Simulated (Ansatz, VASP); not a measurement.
**As: VASP beside Ansatz**

```
As
1.0
    -1.60543    1.60543    1.60543
     1.60543   -1.60543    1.60543
     1.60543    1.60543   -1.60543
As
1
Direct
  0.00000 0.00000 0.00000
```

Alike in both runs: task single point; functional r2SCAN; k mesh 15 × 15 × 15; occupations fermi-dirac, width 0.1 eV; no spin polarisation.

|  | VASP | Ansatz |
| --- | --- | --- |
| version | VASP 6.6.1 | Ansatz 0.2.0 |
| potentials or method | VASP PAW PBE potentials, release 64 (As), cutoff 550 eV | plane waves (500 eV) with PAW, scalar-relativistic |
| valence electrons in the cell | 5 | 15 |

|  | VASP | Ansatz | Ansatz less VASP |
| --- | --- | --- | --- |
| pressure (GPa) | 14.3 | 14.3 | 0.00 |

VASP's potentials were made for PBE, not for r2SCAN. With one functional, cell and mesh, what is left measures potentials, basis and numerics. VASP's potentials hold 5 valence electrons a cell and Ansatz's 15, so a difference there can come from the potentials and not from the codes.
